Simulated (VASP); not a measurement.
YAl3N4: single point with PBE

YAl3N4:

```xyz
8
Lattice="-2.2423 2.2423 4.1600 2.2423 -2.2423 4.1600 2.2423 2.2423 -4.1600" Properties=species:S:1:pos:R:3 pbc="T T T"
Y     0.0000    0.0000    0.0000
Al    0.0000    0.0000    4.1600
Al    0.0000    2.2423    2.0800
Al    2.2423    0.0000    2.0800
N     0.0000    0.0000    6.0600
N     0.0000    0.0000    2.2599
N     0.0000    2.2423    0.0000
N     2.2423    0.0000    0.0000
```

- Program: VASP 6.6.1
- Task: single point
- Functional: PBE
- Potentials or basis: VASP PAW PBE potentials, release 64 (Y_sv, Al, N)
- Cutoff: 600 eV
- k mesh: 8 × 8 × 8
- Occupations: gaussian, width 0.02 eV
- Spin: no spin polarisation

- Pressure: -0.4 GPa
- Largest force: 0.005 eV/Å
- Band gap on the k mesh: 1.83 eV

Forces on the atoms (eV/Å):
```
Y    0.000  0.000  0.000
Al   0.000  0.000  0.000
Al   0.000  0.000  0.000
Al   0.000  0.000  0.000
N    0.000  0.000  0.005
N    0.000  0.000 -0.005
N    0.000  0.000  0.000
N    0.000  0.000  0.000
```

Levels at points of the mesh, in eV from the valence-band top:
| k point | band 18 | band 19 | band 20 | band 21 | band 22 | band 23 |
| --- | --- | --- | --- | --- | --- | --- |
| (0.00, 0.00, 0.00) | -0.88 | 0.00 | 0.00 | 1.83 | 2.21 | 4.65 |
| (0.50, 0.00, 0.00) | -1.77 | -1.03 | -0.52 | 4.01 | 4.86 | 5.18 |
| (0.50, 0.50, 0.00) | -1.58 | -1.34 | -1.24 | 3.97 | 5.36 | 5.73 |
| (0.50, 0.50, 0.50) | -1.93 | -0.18 | -0.18 | 2.00 | 2.52 | 2.52 |

Run time: 5.4 min on 1 thread of Intel Xeon 8259CL (shared host), peak memory 0.39 GiB.

A k mesh can miss the band edges.
